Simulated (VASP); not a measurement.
# HfZn (Pm-3m) in VASP: single point with LDA

Aim: the single point of HfZn with LDA.

Everything below comes from runs of VASP 6.6.1. Logs are shortened: lines on timing, memory, paths and dates and some standing lists are left out, and cuts for length are marked.

### 1 The cell of the first run

Symmetry: Pm-3m, No. 221, cubic system. Conventional cell: a = 3.275 Å, b = 3.275 Å, c = 3.275 Å, α = 90.00°, β = 90.00°, γ = 90.00°. Hf (site symmetry m-3m) has 8 Zn at 2.84 Å and 6 Hf at 3.28 Å within 3.7 Å. Within 3.7 Å of Zn (site symmetry m-3m) lie 8 Hf at 2.84 Å and 6 Zn at 3.28 Å.

### 2 Single point, LDA

Contents of INCAR:

```
SYSTEM = HfZn
PREC = Accurate
ENCUT = 520
EDIFF = 1E-6
ISMEAR = 0
SIGMA = 0.15
LREAL = .False.
LASPH = .True.
NELM = 80
ALGO = Normal
ISIF = 2
LWAVE = .False.
LCHARG = .False.
NBANDS = 18
```

Contents of KPOINTS:

```
regular mesh
0
Gamma
  14 14 14
  0 0 0
```

Contents of POSCAR:

```
HfZn
1.0
    3.2751048400      0.0000000000      0.0000000000
    0.0000000000      3.2751048400      0.0000000000
    0.0000000000      0.0000000000      3.2751048400
Hf Zn
1 1
Direct
    0.5000000000      0.5000000000      0.5000000000
    0.0000000000      0.0000000000      0.0000000000
```

Potentials or basis: VASP PAW LDA potentials, release 64 (Hf_pv, Zn).

Command:

```
$ cat potpaw_LDA.64/Hf_pv/POTCAR potpaw_LDA.64/Zn/POTCAR > POTCAR
$ mpirun -np 1 vasp_std > vasp.out
```

OUTCAR:

```text
SYSTEM = HfZn
   PREC = Accurate
   ENCUT = 520
   EDIFF = 1E-6
   ISMEAR = 0
   LREAL = .False.
   LASPH = .True.
   NELM = 80
   ISIF = 2

 ion  position               nearest neighbor table
   1  0.500  0.500  0.500-   2 2.84   2 2.84   2 2.84   2 2.84   2 2.84   2 2.84   2 2.84   2 2.84

   2  0.000  0.000  0.000-   1 2.84   1 2.84   1 2.84   1 2.84   1 2.84   1 2.84   1 2.84   1 2.84

  LATTYP: Found a simple cubic cell.
 ALAT       =     3.2751048400

  Lattice vectors:

 A1 = (   3.2751048400,   0.0000000000,   0.0000000000)
 A2 = (   0.0000000000,   3.2751048400,   0.0000000000)
 A3 = (   0.0000000000,   0.0000000000,   3.2751048400)

Analysis of symmetry for initial positions (statically):
=====================================================================
 Subroutine PRICEL returns:
 Original cell was already a primitive cell.

 Routine SETGRP: Setting up the symmetry group for a
 simple cubic supercell.

 Subroutine GETGRP returns: Found 48 space group operations
 (whereof 48 operations were pure point group operations)
 out of a pool of 48 trial point group operations.

The static configuration has the point symmetry O_h .

Analysis of symmetry for dynamics (positions and initial velocities):
=====================================================================
 Subroutine PRICEL returns:
 Original cell was already a primitive cell.

 Routine SETGRP: Setting up the symmetry group for a
 simple cubic supercell.

 Subroutine GETGRP returns: Found 48 space group operations
 (whereof 48 operations were pure point group operations)
 out of a pool of 48 trial point group operations.

The dynamic configuration has the point symmetry O_h .

 Subroutine INISYM returns: Found 48 space group operations
 (whereof 48 operations are pure point group operations),
 and found     1 'primitive' translations

----------------------------------------------------------------------------------------

                                     Primitive cell

  volume of cell :      35.1298

  direct lattice vectors                    reciprocal lattice vectors
     3.275104840  0.000000000  0.000000000     0.305333737  0.000000000  0.000000000
     0.000000000  3.275104840  0.000000000     0.000000000  0.305333737  0.000000000
     0.000000000  0.000000000  3.275104840     0.000000000  0.000000000  0.305333737

  length of vectors
     3.275104840  3.275104840  3.275104840     0.305333737  0.305333737  0.305333737

  position of ions in fractional coordinates (direct lattice)
[... 72 lines left out ...]
   ICHARG =      2    charge: 1-file 2-atom 10-const
   ISPIN  =      1    spin polarized calculation?
   LNONCOLLINEAR =      F non collinear calculations
   LSORBIT =      F    spin-orbit coupling
   LASPH  =      T    aspherical Exc in radial PAW
   ENCUT  =  520.0 eV  38.22 Ry    6.18 a.u.   6.09  6.09  6.09*2*pi/ulx,y,z
   NELM   =     80;   NELMIN=  2; NELMDL= -5     # of ELM steps
   EDIFF  = 0.1E-05   stopping-criterion for ELM
   LREAL  =      F    real-space projection
   EDIFFG = 0.1E-04   stopping-criterion for IOM
   NSW    =      0    number of steps for IOM
   IBRION =     -1    ionic relax: 0-MD 1-quasi-New 2-CG
   NFREE  =      0    steps in history (QN), initial steepest desc. (CG)
   ISIF   =      2    stress and relaxation
   ISYM   =      2    0-nonsym 1-usesym 2-fastsym
   POTIM  = 0.5000    time-step for ionic-motion
   TEBEG  =    0.0;   TEEND  =   0.0 temperature during run
   PSTRESS=    0.0 pullay stress
   NELECT =      22.0000    total number of electrons
   NUPDOWN=      -1.0000    fix difference up-down
   EMIN   =  10.00;   EMAX   =-10.00  energy-range for DOS
   EFERMI =   0.00;   METHOD = LEGACY
   ISMEAR =     0;   SIGMA  =   0.15  broadening in eV -4-tet -1-fermi 0-gaus
   EFERMI_NEDOS =   21; number of points for ismear=-14 and -15
   IALGO  =     38    algorithm
   IMIX   =      4    mixing-type and parameters
     AMIX     =   0.40;   BMIX     =  1.00
     AMIX_MAG =   1.60;   BMIX_MAG =  1.00
  volume/ion in A,a.u.               =      17.56       118.53
  Fermi-wavevector in a.u.,A,eV,Ry     =   1.400631  2.646810 26.691477  1.961768
  Thomas-Fermi vector in A             =   2.523573
   LORBIT       =      0    0 simple, 1 ext, 2 COOP (PROOUT), +10 PAW based schemes
   GGA     = CA    functional components
   LHFCALC =     F    Hartree Fock is set to
   AEXX    =    0.0000 exact exchange contribution
   IVDW    =     0    specifies the selected vdW correction
   LEPSILON=     F    determine dielectric tensor
   LRPA    =     F    only Hartree local field effects (RPA)
 non-spin polarized calculation
 Gauss-broadening in eV      SIGMA  =   0.15
  energy-cutoff  :      520.00
  volume of cell :       35.13
 maximum number of plane-waves:       968
   NGX = 13   NGY = 13   NGZ = 13

 number of electron      21.9999990 magnetization

 Free energy of the ion-electron system (eV)
  ---------------------------------------------------
  ext. energy  EPLUGINS =         0.00000000
  ---------------------------------------------------
  free energy    TOTEN  =       -13.00825917 eV

  energy without entropy =      -13.00257703  energy(sigma->0) =      -13.00541810

 E-fermi :   4.3055     XC(G=0): -11.9876

 val. band max:        4.2920098290   @ k =   0.5000   0.4286   0.0000
 cond. band min:       4.3499826352   @ k =   0.5000   0.2143   0.0714
 fundamental gap:      0.0579728063
 Fermi energy:         4.3054994907

 k-point     1 :       0.0000    0.0000    0.0000
  band No.  band energies     occupation
      1     -26.1068      2.00000
      2     -26.1068      2.00000
      3     -26.1068      2.00000
      4      -4.6241      2.00000
      5      -3.2946      2.00000
      6      -3.2946      2.00000
[... 481 lines left out ...]
      5      -3.1437      2.00000
      6      -3.0183      2.00000
[... 10 lines left out ...]
     17      14.6482      0.00000
     18      15.1375      0.00000

 [... further k-points ...]
[... 5 lines left out ...]
  --------------------------------------------------------------------------------------
  -------------------------------------------------------------------------------------
  Total       -1.3320026     -1.3320026     -1.3320026     -0.0000000     -0.0000000      0.0000000
  in kB      -60.7491241    -60.7491241    -60.7491241     -0.0000000     -0.0000000      0.0000000
  external PRESSURE =     -60.7491241 kB  Pullay stress =       0.0000000 kB

 VOLUME and BASIS-vectors are now :
 -----------------------------------------------------------------------------
  energy-cutoff  :      520.00
  volume of cell :       35.13
      direct lattice vectors                 reciprocal lattice vectors
     3.275104840  0.000000000  0.000000000     0.305333737  0.000000000  0.000000000
     0.000000000  3.275104840  0.000000000     0.000000000  0.305333737  0.000000000
     0.000000000  0.000000000  3.275104840     0.000000000  0.000000000  0.305333737

 POSITION                                       TOTAL-FORCE (eV/Angst)
 -----------------------------------------------------------------------------------
      1.63755      1.63755      1.63755         0.000000      0.000000      0.000000
      0.00000      0.00000      0.00000         0.000000      0.000000      0.000000
 -----------------------------------------------------------------------------------
    total drift:                                0.000000      0.000000     -0.000000

  FREE ENERGIE OF THE ION-ELECTRON SYSTEM (eV)
  ---------------------------------------------------
  free  energy   TOTEN  =       -13.0082591724 eV

  energy  without entropy=      -13.0025770343  energy(sigma->0) =      -13.00541810
```

OSZICAR:

```text
N       E                     dE             d eps       ncg     rms          rms(c)
DAV:   1     0.974250602250E+02    0.97425E+02   -0.11984E+04  4384   0.156E+03
DAV:   2    -0.873599820022E+01   -0.10616E+03   -0.10297E+03  4574   0.311E+02
DAV:   3    -0.136199850420E+02   -0.48840E+01   -0.48353E+01  5196   0.614E+01
DAV:   4    -0.136718258963E+02   -0.51841E-01   -0.51777E-01  5078   0.573E+00
DAV:   5    -0.136722180798E+02   -0.39218E-03   -0.39215E-03  5108   0.526E-01    0.468E+01
DAV:   6    -0.131247900441E+02    0.54743E+00   -0.13174E+00  5406   0.196E+01    0.275E+01
DAV:   7    -0.130513686226E+02    0.73421E-01   -0.80441E-01  5324   0.950E+00    0.465E+00
DAV:   8    -0.130129733600E+02    0.38395E-01   -0.14612E-01  5246   0.670E+00    0.112E+00
DAV:   9    -0.130083685637E+02    0.46048E-02   -0.35906E-02  4662   0.143E+00    0.482E-01
DAV:  10    -0.130082611728E+02    0.10739E-03   -0.12981E-03  4994   0.278E-01    0.141E-01
DAV:  11    -0.130082597770E+02    0.13957E-05   -0.42364E-05  5958   0.591E-02    0.570E-02
DAV:  12    -0.130082591724E+02    0.60467E-06   -0.37512E-06  4600   0.182E-02
   1 F= -.13008259E+02 E0= -.13005418E+02  d E =-.568214E-02
```

It took 54 s on 1 thread of Intel Xeon 8259CL, shared host; peak memory 0.19 GiB.

Results:

```
Free energy            : -13.0083 eV
Pressure               : -6.1 GPa
Band gap on the k mesh : zero (bands 11 and 12 overlap by 0.70 eV)
```

Caveat: the cell stands under tension; spin-orbit coupling is left out, which moves the levels of the heavy elements.
